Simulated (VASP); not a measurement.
# PbS (I4/mmm) in VASP: single point with r2SCAN

Aim: the single point of PbS with r2SCAN.

Everything below comes from runs of VASP 6.6.1. Logs are shortened: lines on timing, memory, paths and dates and some standing lists are left out, and cuts for length are marked.

## (1) The cell of the first run

The structure is tetragonal, space group I4/mmm (No. 139). The conventional cell has a = 4.140 Å, b = 4.140 Å, c = 6.003 Å, α = 90.00°, β = 90.00°, γ = 90.00°. Within 3.9 Å of Pb (site symmetry 4/mmm) lie 6 S at 2.93 to 3.00 Å. Within 3.9 Å of S (site symmetry 4/mmm) lie 6 Pb at 2.93 to 3.00 Å.

## (2) Single point, r2SCAN, non-collinear spin, zero start, spin-orbit coupling (epitaxial xy strain -2.0%)

File POSCAR:

```
PbS
1.0
    0.0000000000      2.9274880227      3.0017010122
    2.9274880227      0.0000000000      3.0017010122
    2.9274880227      2.9274880227      0.0000000000
Pb S
1 1
Direct
    0.0000000000      0.0000000000      0.0000000000
    0.5000000000      0.5000000000      0.5000000000
```

File INCAR.step1:

```
SYSTEM = PbS
PREC = Accurate ; ENCUT = 520
ISMEAR = -1 ; SIGMA = 0.02
LREAL = .False. ; LASPH = .True.
NELM = 150 ; MAGMOM = 0 0 0 0 0 0
LSORBIT = .True. ; GGA_COMPAT = .False.
NBANDS = 32 ; GGA = PE
ALGO = Normal ; EDIFF = 1E-4
LWAVE = .True. ; LCHARG = .False.
```

File INCAR.step2:

```
SYSTEM = PbS
PREC = Accurate ; ENCUT = 520
EDIFF = 1E-7 ; ISMEAR = -1
SIGMA = 0.02 ; LREAL = .False.
LASPH = .True. ; NELM = 150
ALGO = Normal ; ISIF = 2
LWAVE = .False. ; LCHARG = .True.
MAGMOM = 0 0 0 0 0 0 ; LORBIT = 11
LSORBIT = .True. ; GGA_COMPAT = .False.
LORBMOM = .True. ; METAGGA = R2SCAN
LMIXTAU = .True. ; LVHAR = .True.
NBANDS = 32 ; ISTART = 1
```

File KPOINTS:

```
Automatic mesh
0
Gamma
  8 8 8
  0 0 0
```

Potentials or basis: VASP PAW PBE potentials, release 64 (Pb_d, S).

The run is started by

```
cat potpaw_PBE.64/Pb_d/POTCAR potpaw_PBE.64/S/POTCAR > POTCAR
cp INCAR.step1 INCAR
mpirun -np 1 vasp_ncl > vasp.out
cp INCAR.step2 INCAR
mpirun -np 1 vasp_ncl > vasp.out
```

OUTCAR:

```text
SYSTEM = PbS
   PREC = Accurate
   ENCUT = 520
   EDIFF = 1E-7
   ISMEAR = -1
   LREAL = .False.
   LASPH = .True.
   NELM = 150
   ISIF = 2
   LORBIT = 11
   LSORBIT = .True.
   METAGGA = R2SCAN
   ISTART = 1

 ion  position               nearest neighbor table
   1  0.000  0.000  0.000-   2 2.93   2 2.93   2 2.93   2 2.93   2 3.00   2 3.00
   2  0.500  0.500  0.500-   1 2.93   1 2.93   1 2.93   1 2.93   1 3.00   1 3.00

  LATTYP: Found a body centered tetragonal cell.
 ALAT       =     4.1400932654
 C/A-ratio  =     1.4500644405

  Lattice vectors:

 A1 = (  -2.9274880227,   0.0000000000,   3.0017010122)
 A2 = (   2.9274880227,   0.0000000000,   3.0017010122)
 A3 = (   0.0000000000,   2.9274880227,  -3.0017010122)

Analysis of symmetry for initial positions (statically):
=====================================================================
 Subroutine PRICEL returns:
 Original cell was already a primitive cell.

 Routine SETGRP: Setting up the symmetry group for a
 body centered tetragonal supercell.

 Subroutine GETGRP returns: Found 16 space group operations
 (whereof 16 operations were pure point group operations)
 out of a pool of 16 trial point group operations.

The static configuration has the point symmetry D_4h.

Analysis of symmetry for dynamics (positions and initial velocities):
=====================================================================
 Subroutine PRICEL returns:
 Original cell was already a primitive cell.

 Routine SETGRP: Setting up the symmetry group for a
 body centered tetragonal supercell.

 Subroutine GETGRP returns: Found 16 space group operations
 (whereof 16 operations were pure point group operations)
 out of a pool of 16 trial point group operations.

The dynamic configuration has the point symmetry D_4h.

Analysis of structural, dynamic, and magnetic symmetry:
=====================================================================
 Subroutine PRICEL returns:
 Original cell was already a primitive cell.

 Routine SETGRP: Setting up the symmetry group for a
 body centered tetragonal supercell.

 Subroutine GETGRP returns: Found 16 space group operations
 (whereof 16 operations were pure point group operations)
 out of a pool of 16 trial point group operations.

The overall configuration has the point symmetry D_4h.

 Subroutine INISYM returns: Found 16 space group operations
 (whereof 16 operations are pure point group operations),
 and found     1 'primitive' translations

----------------------------------------------------------------------------------------

[... 1017 lines left out ...]
    total drift:                                0.000000     -0.000000     -0.000000

  FREE ENERGIE OF THE ION-ELECTRON SYSTEM (eV)
  ---------------------------------------------------
  free  energy   TOTEN  =       -65.9482737212 eV

  energy  without entropy=      -65.9482320834  energy(sigma->0) =      -65.94825290

 orbital moment (x)

 # of ion     p       d       tot
 ----------------------------------------
  1         0.000  -0.000  -0.000
  2         0.000   0.000   0.000
 ----------------------------------------
            0.000  -0.000  -0.000

 orbital moment (y)

 # of ion     p       d       tot
 ----------------------------------------
  1         0.000  -0.000  -0.000
  2         0.000   0.000   0.000
 ----------------------------------------
            0.000  -0.000  -0.000

 orbital moment (z)

 # of ion     p       d       tot
 ----------------------------------------
  1         0.000   0.000   0.000
  2         0.000   0.000   0.000
 ----------------------------------------
            0.000   0.000   0.000

 Spin-Orbit-Coupling matrix elements

 Ion:    1  E_soc:     -0.7442055
 l=   1
     0.0000000    -0.0588736    -0.0605152
    -0.0588736     0.0000000    -0.0588736
    -0.0605152    -0.0588736     0.0000000
 l=   2
     0.0000000    -0.0130369     0.0000000    -0.0130369    -0.0515608
    -0.0130369     0.0000000    -0.0386978    -0.0130345    -0.0128879
     0.0000000    -0.0386978     0.0000000    -0.0386978     0.0000000
    -0.0130369    -0.0130345    -0.0386978     0.0000000    -0.0128879
    -0.0515608    -0.0128879     0.0000000    -0.0128879     0.0000000
 l=   3
     0.0000000     0.0000000     0.0000000     0.0000000     0.0000000     0.0000000     0.0000000
     0.0000000     0.0000000     0.0000000     0.0000000     0.0000000     0.0000000     0.0000000
     0.0000000     0.0000000     0.0000000     0.0000000     0.0000000     0.0000000     0.0000000
     0.0000000     0.0000000     0.0000000     0.0000000     0.0000000     0.0000000     0.0000000
     0.0000000     0.0000000     0.0000000     0.0000000     0.0000000     0.0000000     0.0000000
     0.0000000     0.0000000     0.0000000     0.0000000     0.0000000     0.0000000     0.0000000
     0.0000000     0.0000000     0.0000000     0.0000000     0.0000000     0.0000000     0.0000000

 Ion:    2  E_soc:     -0.0037305
 l=   1
     0.0000000    -0.0006174    -0.0006305
    -0.0006174     0.0000000    -0.0006174
    -0.0006305    -0.0006174     0.0000000
 l=   2
     0.0000000     0.0000000     0.0000000     0.0000000     0.0000000
     0.0000000     0.0000000     0.0000000     0.0000000     0.0000000
     0.0000000     0.0000000     0.0000000     0.0000000     0.0000000
     0.0000000     0.0000000     0.0000000     0.0000000     0.0000000
     0.0000000     0.0000000     0.0000000     0.0000000     0.0000000
 l=   3
     0.0000000     0.0000000     0.0000000     0.0000000     0.0000000     0.0000000     0.0000000
     0.0000000     0.0000000     0.0000000     0.0000000     0.0000000     0.0000000     0.0000000
     0.0000000     0.0000000     0.0000000     0.0000000     0.0000000     0.0000000     0.0000000
     0.0000000     0.0000000     0.0000000     0.0000000     0.0000000     0.0000000     0.0000000
     0.0000000     0.0000000     0.0000000     0.0000000     0.0000000     0.0000000     0.0000000
     0.0000000     0.0000000     0.0000000     0.0000000     0.0000000     0.0000000     0.0000000
     0.0000000     0.0000000     0.0000000     0.0000000     0.0000000     0.0000000     0.0000000

 total charge

# of ion       s       p       d       tot
------------------------------------------
    1        1.480   0.515   9.844  11.839
    2        1.340   2.365   0.000   3.705
--------------------------------------------------
tot          2.820   2.880   9.844  15.543

 magnetization (x)

# of ion       s       p       d       tot
------------------------------------------
    1        0.000   0.000   0.000   0.000
    2       -0.000   0.000   0.000   0.000
--------------------------------------------------
tot         -0.000   0.000   0.000   0.000

 magnetization (y)

# of ion       s       p       d       tot
------------------------------------------
    1        0.000  -0.000  -0.000  -0.000
    2        0.000   0.000   0.000   0.000
--------------------------------------------------
tot          0.000  -0.000  -0.000  -0.000

 magnetization (z)

# of ion       s       p       d       tot
------------------------------------------
    1        0.000   0.000  -0.000   0.000
    2       -0.000  -0.000   0.000  -0.000
--------------------------------------------------
tot         -0.000   0.000  -0.000  -0.000
```

Wall time 23 min (1 thread of AMD EPYC 7R43 (Zen 3), shared host); peak memory 0.4 GiB.

Results:

- Free energy: -65.9483 eV
- Pressure: 2.0 GPa
- Net moment: 0.00 μB per cell
- Valence electrons inside the program's atomic spheres: Pb 11.84; S 3.71

Stress tensor (GPa, compression positive):
```
 3.13  0.00  0.00
 0.00  3.13  0.00
 0.00  0.00 -0.18
```

Moments on the atoms (μB; x, y, z):
```
Pb  0.00 0.00 0.00
S   0.00 0.00 0.00
```

Caveat: the cell differs from its parent crystal (epitaxial xy strain -2.0%); the PAW data sets were made with another functional, which shifts forces and pressure a little.
